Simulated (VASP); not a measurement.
# Ta (Fd-3m) in VASP: notebook

Runs on Ta. Level: PBEsol. Tasks: single point.

Program: VASP 6.6.1. These are calculated values, not measurements. Logs are shortened: lines on timing, memory, paths and dates and some standing lists are left out, and cuts for length are marked.

**1. The cell of the first run**

Symmetry: Fd-3m, No. 227, cubic system. Conventional cell: a = 6.005 Å, b = 6.005 Å, c = 6.005 Å, α = 90.00°, β = 90.00°, γ = 90.00°. Within 3.4 Å of Ta (site symmetry -43m) lie 4 Ta at 2.60 Å.

**2. Single point, PBEsol**

Contents of INCAR:

```
SYSTEM = Ta
PREC = Accurate ; ENCUT = 520
EDIFF = 1E-6 ; ISMEAR = -1
SIGMA = 0.1 ; LREAL = .FALSE.
LASPH = .TRUE. ; NELM = 80
ALGO = Normal ; ISIF = 2
LWAVE = .FALSE. ; LCHARG = .FALSE.
GGA = PS ; NBANDS = 18
```

Contents of KPOINTS:

```
Automatic mesh
0
G
  9 9 9
  0 0 0
```

Contents of POSCAR:

```
Ta
1.0
    0.0000000000      3.0023350781      3.0023350781
    3.0023350781      0.0000000000      3.0023350781
    3.0023350781      3.0023350781      0.0000000000
Ta
2
Direct
    0.1250000000      0.1250000000      0.1250000000
    0.8750000000      0.8750000000      0.8750000000
```

Potentials or basis: VASP PAW PBE potentials, release 64 (Ta_pv).

The run is started by

```bash
cat potpaw_PBE.64/Ta_pv/POTCAR > POTCAR
mpirun -np 1 vasp_std > vasp.out
```

OUTCAR:

```text
SYSTEM = Ta
   PREC = Accurate
   ENCUT = 520
   EDIFF = 1E-6
   ISMEAR = -1
   LREAL = .FALSE.
   LASPH = .TRUE.
   NELM = 80
   ISIF = 2
   GGA = PS

 ion  position               nearest neighbor table
   1  0.125  0.125  0.125-   2 2.60   2 2.60   2 2.60   2 2.60
   2  0.875  0.875  0.875-   1 2.60   1 2.60   1 2.60   1 2.60

  LATTYP: Found a face centered cubic cell.
 ALAT       =     6.0046701562

  Lattice vectors:

 A1 = (   0.0000000000,   3.0023350781,   3.0023350781)
 A2 = (   3.0023350781,   0.0000000000,   3.0023350781)
 A3 = (   3.0023350781,   3.0023350781,   0.0000000000)

Analysis of symmetry for initial positions (statically):
=====================================================================
 Subroutine PRICEL returns:
 Original cell was already a primitive cell.

 Routine SETGRP: Setting up the symmetry group for a
 face centered cubic supercell.

 Subroutine GETGRP returns: Found 48 space group operations
 (whereof 12 operations were pure point group operations)
 out of a pool of 48 trial point group operations.

The static configuration has the point symmetry D_3d.
 The point group associated with its full space group is O_h .

Analysis of symmetry for dynamics (positions and initial velocities):
=====================================================================
 Subroutine PRICEL returns:
 Original cell was already a primitive cell.

 Routine SETGRP: Setting up the symmetry group for a
 face centered cubic supercell.

 Subroutine GETGRP returns: Found 48 space group operations
 (whereof 12 operations were pure point group operations)
 out of a pool of 48 trial point group operations.

The dynamic configuration has the point symmetry D_3d.
 The point group associated with its full space group is O_h .

 Subroutine INISYM returns: Found 48 space group operations
 (whereof 12 operations are pure point group operations),
 and found     1 'primitive' translations

----------------------------------------------------------------------------------------

                                     Primitive cell

  volume of cell :      54.1262

  direct lattice vectors                    reciprocal lattice vectors
     0.000000000  3.002335078  3.002335078    -0.166537041  0.166537041  0.166537041
     3.002335078  0.000000000  3.002335078     0.166537041 -0.166537041  0.166537041
     3.002335078  3.002335078  0.000000000     0.166537041  0.166537041 -0.166537041

  length of vectors
     4.245942986  4.245942986  4.245942986     0.288450616  0.288450616  0.288450616

  position of ions in fractional coordinates (direct lattice)
     0.125000000  0.125000000  0.125000000
     0.875000000  0.875000000  0.875000000

  ion indices of the primitive-cell ions
   primitive index   ion index
                 1           1
                 2           2

----------------------------------------------------------------------------------------

 KPOINTS: Automatic mesh

Automatic generation of k-mesh.
 Grid dimensions read from file:
 generate k-points for:    9    9    9

 Generating k-lattice:

  Cartesian coordinates                     Fractional coordinates (reciprocal lattice)
    -0.018504116  0.018504116  0.018504116     0.111111111  0.000000000  0.000000000
     0.018504116 -0.018504116  0.018504116     0.000000000  0.111111111  0.000000000
     0.018504116  0.018504116 -0.018504116     0.000000000  0.000000000  0.111111111

  Length of vectors
     0.032050068  0.032050068  0.032050068

  Shift w.r.t. Gamma in fractional coordinates (k-lattice)
     0.000000000  0.000000000  0.000000000

 Subroutine IBZKPT returns following result:
 ===========================================

 Found     35 irreducible k-points:

 Following reciprocal coordinates:
            Coordinates               Weight
  0.000000  0.000000  0.000000      1.000000
  0.111111  0.000000  0.000000      8.000000
  0.222222  0.000000  0.000000      8.000000
  0.333333  0.000000  0.000000      8.000000
  0.444444  0.000000  0.000000      8.000000
  0.111111  0.111111  0.000000      6.000000
[... 16 lines left out ...]
 -0.333333  0.333333  0.000000     12.000000
  0.444444  0.444444  0.000000      6.000000
 [... further k-points ...]
   k-points           NKPTS =     35   k-points in BZ     NKDIM =     35   number of bands    NBANDS=     18
   number of dos      NEDOS =    301   number of ions     NIONS =      2
   total plane-waves  NPLWV =  32768
   dimension x,y,z NGX =    32 NGY =   32 NGZ =   32
   dimension x,y,z NGXF=    64 NGYF=   64 NGZF=   64
   ions per type =               2
   NGX,Y,Z   is equivalent  to a cutoff of  12.53, 12.53, 12.53 a.u.
   NGXF,Y,Z  is equivalent  to a cutoff of  25.06, 25.06, 25.06 a.u.
 SYSTEM =  Ta
   PREC   = accura    normal or accurate (medium, high low for compatibility)
   ISTART =      0    job   : 0-new  1-cont  2-samecut
   ICHARG =      2    charge: 1-file 2-atom 10-const
   ISPIN  =      1    spin polarized calculation?
   LNONCOLLINEAR =      F non collinear calculations
   LSORBIT =      F    spin-orbit coupling
   LASPH  =      T    aspherical Exc in radial PAW
   ENCUT  =  520.0 eV  38.22 Ry    6.18 a.u.   7.89  7.89  7.89*2*pi/ulx,y,z
   NELM   =     80;   NELMIN=  2; NELMDL= -5     # of ELM steps
   EDIFF  = 0.1E-05   stopping-criterion for ELM
   LREAL  =      F    real-space projection
   EDIFFG = 0.1E-04   stopping-criterion for IOM
   NSW    =      0    number of steps for IOM
   IBRION =     -1    ionic relax: 0-MD 1-quasi-New 2-CG
   NFREE  =      0    steps in history (QN), initial steepest desc. (CG)
   ISIF   =      2    stress and relaxation
   ISYM   =      2    0-nonsym 1-usesym 2-fastsym
   POTIM  = 0.5000    time-step for ionic-motion
   TEBEG  =    0.0;   TEEND  =   0.0 temperature during run
   PSTRESS=    0.0 pullay stress
   NELECT =      22.0000    total number of electrons
   NUPDOWN=      -1.0000    fix difference up-down
   EMIN   =  10.00;   EMAX   =-10.00  energy-range for DOS
   EFERMI =   0.00;   METHOD = LEGACY
   ISMEAR =    -1;   SIGMA  =   0.10  broadening in eV -4-tet -1-fermi 0-gaus
   EFERMI_NEDOS =   21; number of points for ismear=-14 and -15
   IALGO  =     38    algorithm
   IMIX   =      4    mixing-type and parameters
     AMIX     =   0.40;   BMIX     =  1.00
     AMIX_MAG =   1.60;   BMIX_MAG =  1.00
  volume/ion in A,a.u.               =      27.06       182.63
  Fermi-wavevector in a.u.,A,eV,Ry     =   1.212681  2.291635 20.008662  1.470595
  Thomas-Fermi vector in A             =   2.348157
   LORBIT       =      0    0 simple, 1 ext, 2 COOP (PROOUT), +10 PAW based schemes
   GGA     = PS    functional components
   LHFCALC =     F    Hartree Fock is set to
   AEXX    =    0.0000 exact exchange contribution
   IVDW    =     0    specifies the selected vdW correction
   LEPSILON=     F    determine dielectric tensor
   LRPA    =     F    only Hartree local field effects (RPA)
 non-spin polarized calculation
  energy-cutoff  :      520.00
  volume of cell :       54.13
 maximum number of plane-waves:      1469
   NGX = 15   NGY = 15   NGZ = 15

 number of electron      21.9999997 magnetization

 Free energy of the ion-electron system (eV)
  ---------------------------------------------------
  ext. energy  EPLUGINS =         0.00000000
  ---------------------------------------------------
  free energy    TOTEN  =       -19.10238465 eV

  energy without entropy =      -18.97365476  energy(sigma->0) =      -19.03801971

 E-fermi :   2.1226     XC(G=0): -10.3620

 val. band max:        2.1117226967   @ k =  -0.4444   0.3333   0.1111
 cond. band min:       2.1279513192   @ k =   0.4444   0.3333   0.1111
 fundamental gap:      0.0162286225
 Fermi energy:         2.1226289562

 k-point     1 :       0.0000    0.0000    0.0000
  band No.  band energies     occupation
      1     -31.9856      2.00000
      2     -31.9856      2.00000
      3     -31.9856      2.00000
      4     -31.0750      2.00000
      5     -31.0750      2.00000
      6     -31.0750      2.00000
[... 10 lines left out ...]
     17       8.2252      0.00000
     18      12.1876      0.00000

 k-point     2 :       0.1111    0.0000    0.0000
  band No.  band energies     occupation
      1     -31.9986      2.00000
      2     -31.9986      2.00000
      3     -31.9843      2.00000
      4     -31.0783      2.00000
      5     -31.0610      2.00000
      6     -31.0610      2.00000
[... 10 lines left out ...]
     17       8.1762      0.00000
     18      11.9012      0.00000

 k-point     3 :       0.2222    0.0000    0.0000
  band No.  band energies     occupation
      1     -32.0299      2.00000
      2     -32.0299      2.00000
      3     -31.9814      2.00000
      4     -31.0862      2.00000
      5     -31.0272      2.00000
      6     -31.0272      2.00000
[... 10 lines left out ...]
     17       8.0038      0.00000
     18      11.1030      0.00000

 k-point     4 :       0.3333    0.0000    0.0000
  band No.  band energies     occupation
      1     -32.0631      2.00000
      2     -32.0631      2.00000
      3     -31.9791      2.00000
      4     -31.0940      2.00000
      5     -30.9912      2.00000
      6     -30.9912      2.00000
[... 375 lines left out ...]
      4     -31.4167      2.00000
      5     -30.8860      2.00000
      6     -30.8498      2.00000
[... 10 lines left out ...]
     17       7.2624      0.00000
     18       7.8014      0.00000

 k-point    23 :      -0.3333    0.3333    0.0000
  band No.  band energies     occupation
      1     -32.2070      2.00000
      2     -32.1371      2.00000
      3     -31.7199      2.00000
      4     -31.3599      2.00000
      5     -30.9108      2.00000
      6     -30.8465      2.00000
[... 10 lines left out ...]
     17       7.7935      0.00000
     18       8.0698      0.00000

 k-point    24 :       0.4444    0.4444    0.0000
  band No.  band energies     occupation
      1     -32.1827      2.00000
      2     -32.1827      2.00000
      3     -31.6249      2.00000
      4     -31.4683      2.00000
      5     -30.8613      2.00000
      6     -30.8613      2.00000
[... 10 lines left out ...]
     17       7.9653      0.00000
     18       7.9653      0.00000

 [... further k-points ...]
[... 5 lines left out ...]
  --------------------------------------------------------------------------------------
  -------------------------------------------------------------------------------------
  Total        0.0550618      0.0550618      0.0550618     -0.0000000      0.0000000     -0.0000000
  in kB        1.6298725      1.6298725      1.6298725     -0.0000000      0.0000000     -0.0000000
  external PRESSURE =       1.6298725 kB  Pullay stress =       0.0000000 kB

 VOLUME and BASIS-vectors are now :
 -----------------------------------------------------------------------------
  energy-cutoff  :      520.00
  volume of cell :       54.13
      direct lattice vectors                 reciprocal lattice vectors
     0.000000000  3.002335078  3.002335078    -0.166537041  0.166537041  0.166537041
     3.002335078  0.000000000  3.002335078     0.166537041 -0.166537041  0.166537041
     3.002335078  3.002335078  0.000000000     0.166537041  0.166537041 -0.166537041

 POSITION                                       TOTAL-FORCE (eV/Angst)
 -----------------------------------------------------------------------------------
      0.75058      0.75058      0.75058        -0.000000     -0.000000     -0.000000
      5.25409      5.25409      5.25409         0.000000      0.000000      0.000000
 -----------------------------------------------------------------------------------
    total drift:                                0.000000      0.000000     -0.000000

  FREE ENERGIE OF THE ION-ELECTRON SYSTEM (eV)
  ---------------------------------------------------
  free  energy   TOTEN  =       -19.1023846512 eV

  energy  without entropy=      -18.9736547644  energy(sigma->0) =      -19.03801971
```

It took 31 s on 1 thread of Intel Xeon 8259CL, shared host; peak memory 0.18 GiB.

What came out:

* Free energy: -19.1024 eV
* Pressure: 0.2 GPa
* Band gap on the k mesh: zero (band 11 reaches 2.45 eV, above the bottom of band 12 at 1.81 eV)

Caveat: the PAW data sets were made with another functional, which shifts forces and pressure a little; spin-orbit coupling is left out, which moves the levels of the heavy elements.

**3. Single point, PBEsol (volume scaled by 0.88)**

Contents of INCAR:

```
SYSTEM = Ta
PREC = Accurate ; ENCUT = 520
EDIFF = 1E-7 ; ISMEAR = -1
SIGMA = 0.1 ; LREAL = .FALSE.
LASPH = .TRUE. ; NELM = 100
ALGO = Normal ; ISIF = 2
LWAVE = .FALSE. ; LCHARG = .TRUE.
GGA = PS ; LELF = .TRUE.
LVHAR = .TRUE. ; NBANDS = 18
```

Contents of KPOINTS:

```
Automatic mesh
0
G
  10 10 10
  0 0 0
```

Contents of POSCAR:

```
Ta
1.0
    0.0000000000      2.8770895822      2.8770895822
    2.8770895822      0.0000000000      2.8770895822
    2.8770895822      2.8770895822      0.0000000000
Ta
2
Direct
    0.1250000000      0.1250000000      0.1250000000
    0.8750000000      0.8750000000      0.8750000000
```

Potentials or basis: VASP PAW PBE potentials, release 64 (Ta_pv).

The run is started by

```bash
cat potpaw_PBE.64/Ta_pv/POTCAR > POTCAR
mpirun -np 1 vasp_std > vasp.out
```

OUTCAR:

```text
SYSTEM = Ta
   PREC = Accurate
   ENCUT = 520
   EDIFF = 1E-7
   ISMEAR = -1
   LREAL = .FALSE.
   LASPH = .TRUE.
   NELM = 100
   ISIF = 2
   GGA = PS

 ion  position               nearest neighbor table
   1  0.125  0.125  0.125-   2 2.49   2 2.49   2 2.49   2 2.49
   2  0.875  0.875  0.875-   1 2.49   1 2.49   1 2.49   1 2.49

  LATTYP: Found a face centered cubic cell.
 ALAT       =     5.7541791644

  Lattice vectors:

 A1 = (   0.0000000000,   2.8770895822,   2.8770895822)
[... 191 lines left out ...]
      5     -29.9552      2.00000
      6     -29.9552      2.00000
[... 481 lines left out ...]
      5     -29.6891      2.00000
      6     -29.6788      2.00000
[... 10 lines left out ...]
     17       9.8863      0.00000
     18      10.5742      0.00000

 [... further k-points ...]
[... 5 lines left out ...]
  --------------------------------------------------------------------------------------
  -------------------------------------------------------------------------------------
  Total        3.6478578      3.6478578      3.6478578      0.0000000      0.0000000      0.0000000
  in kB      122.7038909    122.7038909    122.7038909      0.0000000      0.0000000      0.0000000
  external PRESSURE =     122.7038909 kB  Pullay stress =       0.0000000 kB

 VOLUME and BASIS-vectors are now :
 -----------------------------------------------------------------------------
  energy-cutoff  :      520.00
  volume of cell :       47.63
      direct lattice vectors                 reciprocal lattice vectors
     0.000000000  2.877089582  2.877089582    -0.173786733  0.173786733  0.173786733
     2.877089582  0.000000000  2.877089582     0.173786733 -0.173786733  0.173786733
     2.877089582  2.877089582  0.000000000     0.173786733  0.173786733 -0.173786733

 POSITION                                       TOTAL-FORCE (eV/Angst)
 -----------------------------------------------------------------------------------
      0.71927      0.71927      0.71927         0.000000     -0.000000     -0.000000
      5.03491      5.03491      5.03491        -0.000000      0.000000      0.000000
 -----------------------------------------------------------------------------------
    total drift:                               -0.000000      0.000000      0.000000

  FREE ENERGIE OF THE ION-ELECTRON SYSTEM (eV)
  ---------------------------------------------------
  free  energy   TOTEN  =       -18.8715440343 eV

  energy  without entropy=      -18.7531296557  energy(sigma->0) =      -18.81233685
```

Run time: 73 s. Hardware: 1 thread of Intel Xeon 8259CL, shared host; peak memory 0.18 GiB.

What came out:

| Property | Result |
| --- | --- |
| Free energy | -18.8715 eV |
| Pressure | 12.3 GPa |
| Band gap on the k mesh | zero (band 11 reaches 3.37 eV, above the bottom of band 12 at 2.40 eV) |

Caveat: the PAW data sets were made with another functional, which shifts forces and pressure a little; spin-orbit coupling is left out, which moves the levels of the heavy elements.

**4. Single point, PBEsol (volume scaled by 0.92)**

Contents of INCAR:

```
SYSTEM = Ta
PREC = Accurate ; ENCUT = 520
EDIFF = 1E-6 ; ISMEAR = -1
SIGMA = 0.1 ; LREAL = .False.
LASPH = .True. ; NELM = 60
ALGO = Normal ; ISIF = 2
LWAVE = .False. ; LCHARG = .False.
GGA = PS ; NBANDS = 18
```

Contents of KPOINTS:

```
Automatic mesh
0
Gamma
  10 10 10
  0 0 0
```

Contents of POSCAR:

```
Ta
1.0
    0.0000000000      2.9200375495      2.9200375495
    2.9200375495      0.0000000000      2.9200375495
    2.9200375495      2.9200375495      0.0000000000
Ta
2
Direct
    0.1250000000      0.1250000000      0.1250000000
    0.8750000000      0.8750000000      0.8750000000
```

The run is started by

```bash
cat potpaw_PBE.64/Ta_pv/POTCAR > POTCAR
mpirun -np 1 vasp_std > vasp.out
```

Run time: 49 s. Hardware: 1 thread of Intel Xeon 8259CL, shared host; peak memory 0.19 GiB.

The run converged. Its results:

| Quantity | Value |
| --- | --- |
| Free energy | -19.0044 eV |
| Pressure | 7.5 GPa |
| Band gap on the k mesh | zero (band 11 reaches 3.08 eV, above the bottom of band 12 at 2.16 eV) |

Levels at points of the mesh, in eV from the Fermi level:
| k point | band 7 | band 8 | band 9 | band 10 | band 11 | band 12 | band 13 | band 14 | band 15 | band 16 |
| --- | --- | --- | --- | --- | --- | --- | --- | --- | --- | --- |
| (0.00, 0.00, 0.00) | -5.99 | -1.34 | -1.34 | -0.32 | -0.32 | -0.32 | 2.25 | 2.25 | 2.25 | 6.67 |
| (0.50, 0.00, 0.00) | -3.21 | -1.58 | -1.18 | -1.18 | -0.49 | -0.49 | 0.13 | 3.63 | 3.63 | 5.42 |
| (0.50, 0.50, 0.00) | -2.45 | -2.45 | -0.76 | -0.76 | -0.38 | -0.38 | 1.86 | 1.86 | 4.85 | 4.85 |

Caveat: the PAW data sets were made with another functional, which shifts forces and pressure a little; spin-orbit coupling is left out, which moves the levels of the heavy elements.

(Part 1 of 2 ends here.)
